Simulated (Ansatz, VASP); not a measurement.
## BaY in VASP and in Ansatz

```xyz
2
Lattice="4.1982 0.0000 0.0000 0.0000 4.1982 0.0000 0.0000 0.0000 4.4149" Properties=species:S:1:pos:R:3 pbc="T T T"
Ba    0.0000    0.0000    0.0000
Y     2.0991    2.0991    2.2075
```

Change from the starting cell: volume scaled by 0.96.

Alike in both runs: task single point; functional PBE; k mesh 6 × 6 × 6; occupations fermi-dirac, width 0.05 eV; no spin polarisation.

|  | VASP | Ansatz |
| --- | --- | --- |
| version | VASP 6.6.1 | Ansatz 0.2.0 |
| potentials or method | VASP PAW PBE potentials, release 64 (Ba_sv, Y_sv), cutoff 520 eV | all-electron LAPW, scalar-relativistic |

|  | VASP | Ansatz | Ansatz less VASP |
| --- | --- | --- | --- |
| gap on the k mesh at the Fermi level (eV) | none | none | - |
| pressure (GPa) | 2.5 | 2.3 | -0.24 |
| traceless stress, the component that is largest in VASP (GPa) | -0.27 | -0.31 | -0.042 |

A gap of «none» marks a metal or a gap that the smearing closes. Ansatz ran all-electron here, and VASP with PAW potentials.

Neither program's run includes spin-orbit coupling.
